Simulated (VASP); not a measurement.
A run of VASP 6.6.1 is set up as follows.

Contents of INCAR:

```
PREC = Accurate ; ENCUT = 600
EDIFF = 1E-7 ; ISMEAR = -1
SIGMA = 0.05 ; LREAL = F
LASPH = T ; NELM = 100
ALGO = Normal ; ISIF = 3
LWAVE = F ; LCHARG = F
GGA = PS ; IBRION = 2
NSW = 100 ; EDIFFG = -0.01
```

The input KPOINTS:

```
Automatic mesh
0
Gamma
  6 6 2
```

File POSCAR:

```
Cd2Sb3As
1.0
    4.0576881860      0.0344445509     -0.0210901741
   -1.9990142411      3.4770024457      0.0138017640
   -0.0552319995      0.0098481498     10.6557686408
Cd Sb As
2 3 1
Direct
    0.6650865822      0.3348457669      0.3583459920
    0.3517091524      0.6794525975      0.6402023576
    0.6613752715      0.3377847400      0.8252412857
    0.3370749814      0.6770572647      0.1785808476
   -0.0091634036     -0.0110750030      0.0044888875
    0.0075647575     -0.0054521922      0.4968994252
```

Potentials or basis: VASP PAW PBE potentials, release 64 (Cd, Sb, As).

Run with:

```bash
$ cat potpaw_PBE.64/Cd/POTCAR potpaw_PBE.64/Sb/POTCAR potpaw_PBE.64/As/POTCAR > POTCAR
$ mpirun -np 1 vasp_std > vasp.out
```

Q: Estimate the relaxed volume.

A: 25.35 Å³/atom.

Q: What does it give for the band gap on the k mesh?

A: Zero (bands 22 and 23 overlap by 1.49 eV).

Final structure:
```xyz
6
Lattice="4.0509 -0.0013 0.0002 -2.0265 3.5099 0.0001 0.0006 0.0001 10.6995" Properties=species:S:1:pos:R:3 pbc="T T T"
Cd    2.0334    1.1769    3.8738
Cd    0.0074    2.3470    6.8419
Sb    2.0257    1.1766    8.7981
Sb    0.0002    2.3482    1.9126
Sb    0.0023    0.0064    0.0047
As    0.0109    0.0066    5.3584
```

Caveat: the PAW data sets were made with another functional, which shifts forces and pressure a little; spin-orbit coupling is left out, which moves the levels of the heavy elements.
